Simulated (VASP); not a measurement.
Wanted: the native input for a VASP 6.6.1 run.

- Task: single point
- Functional: PBEsol
- Potentials or basis: VASP PAW PBE potentials, release 64 (Li_sv, Cl)
- Cutoff: 650 eV
- k mesh: 2 × 2 × 2, shifted
- Occupations: fermi-dirac, width 0.0689 eV
- Spin: no spin polarisation
- Dipole correction: no
- Further INCAR settings: LREAL = Auto; ALGO = Normal; EDIFF = 1e-06; NBANDS = 54; ISYM = -1

The structure of LiCl lies in POSCAR:

```
LiCl
1.0
   -5.1675590000     -5.1675590000      0.0000000000
    0.0000000000     -5.1675590000      5.1675590000
   -5.1675590000      0.0000000000      5.1675590000
Li Cl
8 8
Direct
    0.5378980675     -0.0446715751      0.0281034043
   -0.0128035306     -0.0068852625      0.0444469042
    0.4974791773      0.4745842283      0.0105351482
    0.0134127158      0.4721200087     -0.0261187149
    0.4710961210     -0.0482728886      0.4944878230
   -0.0235657687      0.0019182171      0.5280960508
    0.4824317439      0.5057570702      0.4867751873
    0.0581070289      0.4058590332      0.4932916102
    0.7207057529      0.2412352718      0.2660144761
    0.2396164224      0.2650032636      0.2188158858
    0.7340501579      0.7631880933      0.2574692422
    0.2653742318      0.7740583126      0.2369072129
    0.7309078619      0.2477873015      0.7672898365
    0.2883909985      0.2398243542      0.7278956080
    0.7914706924      0.7682839228      0.7525707012
    0.2297878941      0.7541492027      0.7245812772
```

This cell differs from its parent crystal: dynamics (npt langevin) at 800 K, volume x 1.02, from the last frame before.

These files were run (other wordings do the same):

INCAR

```
ALGO = Normal ; EDIFF = 1E-6
ENCUT = 650 ; GGA = PS
GGA_COMPAT = F ; ISIF = 2
ISMEAR = -1 ; ISYM = -1
LASPH = T ; LCHARG = T
LELF = T ; LREAL = Auto
LVHAR = T ; LWAVE = F
NBANDS = 54 ; NELM = 120
PREC = Accurate ; SIGMA = 0.0689
```

KPOINTS

```
explicit points
4
Reciprocal
  0.25000000   0.25000000   0.25000000 2
  0.25000000   0.25000000   0.75000000 2
  0.25000000   0.75000000   0.25000000 2
  0.25000000   0.75000000   0.75000000 2
```

Potentials or basis: VASP PAW PBE potentials, release 64 (Li_sv, Cl).

Run with:

```console
$ cat potpaw_PBE.64/Li_sv/POTCAR potpaw_PBE.64/Cl/POTCAR > POTCAR
$ mpirun -np 1 vasp_std > vasp.out
```

Results of the run:

The pressure is 0.4 GPa, the largest force is 1.560 eV/Å and the band gap on the k mesh is 6.07 eV.

Caveat: the atoms stand as in a frame of molecular dynamics; the PAW data sets were made with another functional, which shifts forces and pressure a little; a shifted mesh leaves out Γ, where band edges can lie.

It took 100 s on 1 thread of Intel(R) Xeon(R) 6975P-C (Granite Rapids), with other jobs on the host, peak memory 0.52 GiB.
